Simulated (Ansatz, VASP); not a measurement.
Pd: VASP beside Ansatz

```xyz
1
Lattice="0.0000 2.0071 1.9488 2.0071 0.0000 1.9488 2.0071 2.0071 0.0000" Properties=species:S:1:pos:R:3 pbc="T T T"
Pd    0.0000    0.0000    0.0000
```

Alike in both runs: task single point; functional PBEsol; k mesh 16 × 16 × 16; occupations gaussian, width 0.1 eV; no spin polarisation.

|  | VASP | Ansatz |
| --- | --- | --- |
| version | VASP 6.6.1 | Ansatz 0.2.0 |
| potentials or method | VASP PAW PBE potentials, release 64 (Pd), cutoff 520 eV | scalar-relativistic, plane waves, PAW |
| valence electrons in the cell | 10 | 18 |

|  | VASP | Ansatz | Ansatz less VASP |
| --- | --- | --- | --- |
| gap on the k mesh at the Fermi level (eV) | none | none | - |
| pressure (GPa) | -12.7 | -12.5 | +0.24 |
| traceless stress, the component that is largest in VASP (GPa) | 0.74 | 0.74 | +0.001 |

VASP's potentials were made for PBE, not for PBEsol. A gap of «none» marks a metal or a gap that the smearing closes. VASP's potentials hold 10 valence electrons a cell and Ansatz's 18, so a difference there can come from the potentials and not from the codes.
